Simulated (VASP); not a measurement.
Wanted: the native input for a VASP 6.6.1 run.

* Task: single point
* Functional: r2SCAN
* Potentials or basis: VASP PAW PBE potentials, release 64 (Sn_d, O)
* Cutoff: 520 eV
* k mesh: 6 × 6 × 8
* Occupations: gaussian, width 0.02 eV
* Spin: no spin polarisation
* Dipole correction: no
* Further INCAR settings: ALGO = Normal; EDIFF = 1e-06; NBANDS = 35

Crystal: SnO2.

```
Sn O
1.0
     4.75982    0.00000    0.00000
     0.00000    4.76006    0.00000
     0.00000    0.00000    3.20071
Sn O
2 4
Direct
  0.50000 0.50000 0.50000
  0.00000 0.00000 0.00000
  0.30586 0.30596 0.00000
  0.80586 0.19404 0.50000
  0.19414 0.80596 0.50000
  0.69414 0.69404 0.00000
```

The input as run:

POSCAR

```
SnO2
1.0
    4.7598181028      0.0000000000      0.0000000000
    0.0000000000      4.7600576175      0.0000000000
    0.0000000000      0.0000000000      3.2007107555
Sn O
2 4
Direct
    0.5000000000      0.5000000000      0.5000000000
    0.0000000000      0.0000000000      0.0000000000
    0.3058623572      0.3059582262      0.0000000000
    0.8058623572      0.1940417738      0.5000000000
    0.1941376428      0.8059582262      0.5000000000
    0.6941376428      0.6940417738      0.0000000000
```

INCAR.step1

```
SYSTEM = SnO2
PREC = Accurate
ENCUT = 520
ISMEAR = 0
SIGMA = 0.02
LREAL = .False.
LASPH = .True.
NELM = 80
NBANDS = 35
GGA = PE
ALGO = Normal
EDIFF = 1E-4
LWAVE = .True.
LCHARG = .False.
```

INCAR.step2

```
SYSTEM = SnO2
PREC = Accurate
ENCUT = 520
EDIFF = 1E-6
ISMEAR = 0
SIGMA = 0.02
LREAL = .False.
LASPH = .True.
NELM = 80
ALGO = Normal
ISIF = 2
LWAVE = .False.
LCHARG = .False.
METAGGA = R2SCAN
LMIXTAU = .True.
NBANDS = 35
ISTART = 1
```

KPOINTS

```
Automatic mesh
0
Gamma
  6 6 8
  0 0 0
```

Potentials or basis: VASP PAW PBE potentials, release 64 (Sn_d, O).

Run with:

```sh
$ cat potpaw_PBE.64/Sn_d/POTCAR potpaw_PBE.64/O/POTCAR > POTCAR
$ cp INCAR.step1 INCAR
$ mpirun -np 1 vasp_std > vasp.out
$ cp INCAR.step2 INCAR
$ mpirun -np 1 vasp_std > vasp.out
```

It gave:

```
Pressure               : 1.1 GPa
Largest force          : 0.028 eV/Å
Band gap on the k mesh : 1.79 eV
```

Caveat: the PAW data sets were made with another functional, which shifts forces and pressure a little; spin-orbit coupling is left out, which moves the levels of the heavy elements.

It took 4.7 min on 1 thread of Intel(R) Xeon(R) Platinum 8488C (Sapphire Rapids), on a shared host, peak memory 0.29 GiB.
